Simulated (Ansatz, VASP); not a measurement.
One calculation of Pt, two programs

INCAR

```
PREC = Accurate
ENCUT = 520
EDIFF = 1E-6
ISMEAR = 0
SIGMA = 0.15
LREAL = False
LASPH = True
NELM = 100
ALGO = Normal
ISIF = 2
LWAVE = False
LCHARG = False
GGA = PE
NBANDS = 11
```

Contents of KPOINTS:

```
regular mesh
0
Gamma
  20 20 20
```

POSCAR

```
Pt
1.0
    0.0000000000      1.9849647115      1.9849647115
    1.9849647115      0.0000000000      1.9849647115
    1.9849647115      1.9849647115      0.0000000000
Pt
1
Direct
    0.0000000000      0.0000000000      0.0000000000
```

Input for Ansatz:

```yaml
crystal:
  lattice:
    - [0.0, 1.9849647115, 1.9849647115]
    - [1.9849647115, 0.0, 1.9849647115]
    - [1.9849647115, 1.9849647115, 0.0]
  atoms:
    - { symbol: Pt, position: [0.0, 0.0, 0.0] }
basis:
  ecutwfc: 420
kpoints:
  mp_grid: { grid: [20, 20, 20] }
hamiltonian:
  xc: pbe
  pseudopotentials: { kind: paw, azcp: { folder: soft_1 } }
scf:
  occupations: { method: gaussian, width: 0.15 }
output:
  forces: true
  stress: true
  eigenvalues: true
```

Alike in both runs: task single point; functional PBE; k mesh 20 × 20 × 20; occupations gaussian, width 0.15 eV; no spin polarisation.

|  | VASP | Ansatz |
| --- | --- | --- |
| version | VASP 6.6.1 | Ansatz 0.2.0 |
| potentials or method | VASP PAW PBE potentials, release 64 (Pt), cutoff 520 eV | scalar-relativistic, plane waves, PAW |
| valence electrons in the cell | 10 | 18 |

Ansatz gave:

```
gap on the k mesh at the Fermi level (eV) : none
pressure (GPa)                            : 0.1
```

**Question.** Which values does VASP return?

**Answer.** gap on the k mesh at the Fermi level (eV): none; pressure (GPa): -0.4.

A gap of «none» marks a metal or a gap that the smearing closes. The functional is the same, so the differences come from potentials, cutoffs and numerics. VASP's potentials hold 10 valence electrons a cell and Ansatz's 18, so a difference there can come from the potentials and not from the codes.

Spin-orbit coupling is off throughout.
